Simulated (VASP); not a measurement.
Write the native input for VASP 6.6.1 that does the following.

```yaml
Task: single point
Functional: LDA
Potentials_or_basis: VASP PAW LDA potentials, release 64 (Ga_d)
Cutoff: 520 eV
k_mesh: 13 × 13 × 13
Occupations: fermi-dirac, width 0.05 eV
Spin: no spin polarisation
Dipole_correction: no
Further_INCAR_settings: ALGO = Fast; EDIFF = 1e-06; NBANDS = 12
```

The structure of Ga lies in POSCAR:

```
Ga
1.0
   -1.3751071731      1.3751071731      2.2957117997
    1.3751071731     -1.3751071731      2.2957117997
    1.3751071731      1.3751071731     -2.2957117997
Ga
1
Direct
    0.0000000000      0.0000000000      0.0000000000
```

These files were run (other wordings do the same):

INCAR

```
ALGO = Fast ; EDIFF = 1E-6
ENCUT = 520 ; ISIF = 2
ISMEAR = -1 ; LASPH = T
LCHARG = F ; LREAL = F
LWAVE = F ; NBANDS = 12
NELM = 60 ; PREC = Accurate
SIGMA = 0.05
```

KPOINTS

```
k-points
0
Gamma
  13 13 13
```

Potentials or basis: VASP PAW LDA potentials, release 64 (Ga_d).

Run with:

```sh
$ cat potpaw_LDA.64/Ga_d/POTCAR > POTCAR
$ mpirun -np 1 vasp_std > vasp.out
```

It gave:

- Pressure: -1.0 GPa

Run time: 11 s on 1 thread of Intel(R) Xeon(R) 6975P-C (Granite Rapids), on a shared host, peak memory 0.15 GiB.
